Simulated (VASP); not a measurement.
AlRu, 2 atoms in the cell. It takes space group P4/mmm (No. 123, tetragonal). The conventional cell has a = 2.801 Å, b = 2.801 Å, c = 3.361 Å, α = 90.00°, β = 90.00°, γ = 90.00°. Within 3.4 Å of Al (site symmetry 4/mmm) lie 8 Ru at 2.60 Å and 6 Al at 2.80 to 3.36 Å. Within 3.4 Å of Ru (site symmetry 4/mmm) lie 8 Al at 2.60 Å and 6 Ru at 2.80 to 3.36 Å.  This cell differs from its parent crystal: ratio of the length along z to the lengths across it x 1.2, volume and fractional coordinates fixed.

| Property | Result |
| --- | --- |
| Program | VASP 6.6.1 |
| Task | single point |
| Functional | PBEsol |
| Potentials or basis | VASP PAW PBE potentials, release 64 (Al, Ru_pv) |
| Cutoff | 520 eV |
| k mesh | 22 × 22 × 22 |
| Occupations | gaussian, width 0.15 eV |
| Spin | no spin polarisation |
| Dipole correction | no |
| Further INCAR settings | ALGO = Fast; EDIFF = 1e-06; NBANDS = 16 |

Potentials or basis: VASP PAW PBE potentials, release 64 (Al, Ru_pv).

Launch:

```sh
$ cat potpaw_PBE.64/Al/POTCAR potpaw_PBE.64/Ru_pv/POTCAR > POTCAR
$ mpirun -np 1 vasp_std > vasp.out
```

Hardware: 1 thread of Intel(R) Xeon(R) Platinum 8488C (Sapphire Rapids), with other jobs on the host.

Question: How long does it take, and how much memory?

Answer: Wall time 2.7 min on 1 thread of Intel(R) Xeon(R) Platinum 8488C (Sapphire Rapids), with other jobs on the host, peak memory 0.47 GiB. Counts: scf iterations 13, k points 936.
